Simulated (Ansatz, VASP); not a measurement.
## Two plane-wave programs on Ti2Co

```
Ti Co
1.0
     0.00000    3.46745    3.46745
     3.46745    0.00000    3.46745
     3.46745    3.46745    0.00000
Ti Co
4 2
Direct
  0.12500 0.12500 0.12500
  0.62500 0.12500 0.12500
  0.12500 0.12500 0.62500
  0.12500 0.62500 0.12500
  0.50000 0.50000 0.50000
  0.75000 0.75000 0.75000
```

Alike in both runs: task single point; functional PBEsol; k mesh 10 × 10 × 10; occupations gaussian, width 0.2 eV; collinear spin.

```csv
,VASP,Ansatz
version,VASP 6.6.1,Ansatz 0.2.0
potentials or method,"VASP PAW PBE potentials, release 64 (Ti_sv, Co), cutoff 520 eV","scalar-relativistic, plane waves, PAW"
valence electrons in the cell,66,82
```

Ansatz gave:

| Property | Result |
| --- | --- |
| gap on the k mesh at the Fermi level (eV) | none |
| pressure (GPa) | 2.4 |
| net moment per atom (μB) | 0.27 |
| size of the moment on the site where the two differ most (μB) | 0.91 |

Task: Which values does VASP return?

Result: gap on the k mesh at the Fermi level (eV): none; pressure (GPa): 2.3; net moment per atom (μB): 0.26; size of the moment on the site where the two differ most (μB): 0.88.

VASP's potentials were made for PBE, not for PBEsol. Site moments also hang on the region over which each program counts them. A gap of «none» marks a metal or a gap that the smearing closes. The functional is the same, so the differences come from potentials, cutoffs and numerics. VASP's potentials hold 66 valence electrons a cell and Ansatz's 82, so a difference there can come from the potentials and not from the codes.
